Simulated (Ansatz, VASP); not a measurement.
**One calculation of Al, two programs**

File INCAR:

```
ALGO = Fast
EDIFF = 1E-6
ENCUT = 520
GGA = PE
ISIF = 2
ISMEAR = 0
LASPH = True
LCHARG = True
LELF = True
LREAL = False
LVHAR = True
LWAVE = False
NBANDS = 22
NELM = 100
PREC = Accurate
SIGMA = 0.15
```

Contents of KPOINTS:

```
k-points
0
Gamma
  10 10 10
```

File POSCAR:

```
Al
1.0
    3.2349246271     -3.2349246271     -3.2349246271
   -3.2349246271      3.2349246271     -3.2349246271
    3.2349246271      3.2349246271      3.2349246271
Al
8
Direct
    0.3905693205      0.3905693205     -0.2188613590
    0.5000000000      0.0000000000      0.0000000000
    0.0000000000      0.5000000000      0.0000000000
    0.0000000000      0.0000000000      0.0000000000
    0.5000000000      0.5000000000      0.5000000000
    0.5000000000      0.0000000000      0.5000000000
    0.0000000000      0.5000000000      0.5000000000
    0.0000000000      0.0000000000      0.5000000000
```

Input for Ansatz:

```yaml
crystal:
  lattice:
    - [3.2349246271, -3.2349246271, -3.2349246271]
    - [-3.2349246271, 3.2349246271, -3.2349246271]
    - [3.2349246271, 3.2349246271, 3.2349246271]
  atoms:
    - { symbol: Al, position: [0.3905693205, 0.3905693205, -0.218861359] }
    - { symbol: Al, position: [0.5, 0.0, 0.0] }
    - { symbol: Al, position: [0.0, 0.5, 0.0] }
    - { symbol: Al, position: [0.0, 0.0, 0.0] }
    - { symbol: Al, position: [0.5, 0.5, 0.5] }
    - { symbol: Al, position: [0.5, 0.0, 0.5] }
    - { symbol: Al, position: [0.0, 0.5, 0.5] }
    - { symbol: Al, position: [0.0, 0.0, 0.5] }
basis:
  ecutwfc: 420
kpoints:
  mp_grid: { grid: [10, 10, 10] }
hamiltonian:
  xc: pbe
  pseudopotentials: { kind: paw, azcp: { folder: soft_1 } }
scf:
  occupations: { method: gaussian, width: 0.15 }
output:
  forces: true
  stress: true
  eigenvalues: true
```

Alike in both runs: task single point; functional PBE; k mesh 10 × 10 × 10; occupations gaussian, width 0.15 eV; no spin polarisation.

```csv
,VASP,Ansatz
version,VASP 6.6.1,Ansatz 0.2.0
potentials or method,"VASP PAW PBE potentials, release 64 (Al), cutoff 520 eV","scalar-relativistic, plane waves, PAW"
valence electrons in the cell,24,24
```

VASP gave:

```
gap on the k mesh at the Fermi level (eV)                     : none
pressure (GPa)                                                : 9.8
traceless stress, the component that is largest in VASP (GPa) : 7.81
rms of the force components (eV/Å)                            : 2.609
```

Which values does Ansatz return?

gap on the k mesh at the Fermi level (eV): none; pressure (GPa): 9.8; traceless stress, the component that is largest in VASP (GPa): 7.80; rms of the force components (eV/Å): 2.606.

Atom by atom the forces differ by 0.003 eV/Å (rms over components). A gap of «none» marks a metal or a gap that the smearing closes.
